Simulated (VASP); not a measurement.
The system is Mg.

```
Mg
1.0
     3.20930    0.00000    0.00000
    -1.60465    2.77934    0.00000
     0.00000    0.00000    5.21030
Mg
2
Direct
  0.33333 0.66667 0.25000
  0.66667 0.33333 0.75000
```

| Item | Value |
| --- | --- |
| Program | VASP 6.6.1 |
| Task | relaxation of volume and atoms at fixed shape |
| Functional | LDA |
| Potentials or basis | VASP PAW LDA potentials, release 64 (Mg_sv) |
| Cutoff | 750 eV |
| k mesh | 16 × 16 × 9 |
| Occupations | fermi-dirac, width 0.1 eV |
| Spin | no spin polarisation |

At the start: pressure -3.1 GPa; volume 23.24 Å³/atom.

How do energy, volume and symmetry change on relaxing?

Over 3 steps the energy falls by 18.7 meV/atom and the volume is 21.40 Å³/atom (-7.9 %); space group P6_3/mmc (No. 194, to 0.1 Å) before and after.

Step by step:
```csv
step,energy change (eV),largest force (eV/Å),pressure (GPa),volume (Å³)
1,0.0000,0.0000,-3.08,46.47
2,-0.0357,0.0000,-0.72,43.54
3,-0.0374,0.0000,0.00,42.80
```

Final structure:
```cif
data_structure
_symmetry_space_group_name_H-M 'P 1'
_symmetry_Int_Tables_number 1
_cell_length_a 3.1224
_cell_length_b 3.1224
_cell_length_c 5.0693
_cell_angle_alpha 90.000
_cell_angle_beta 90.000
_cell_angle_gamma 120.000
_cell_volume 42.80
loop_
_atom_site_label
_atom_site_type_symbol
_atom_site_fract_x
_atom_site_fract_y
_atom_site_fract_z
_atom_site_occupancy
Mg1 Mg 0.33333 0.66667 0.25000 1
Mg2 Mg 0.66667 0.33333 0.75000 1
```
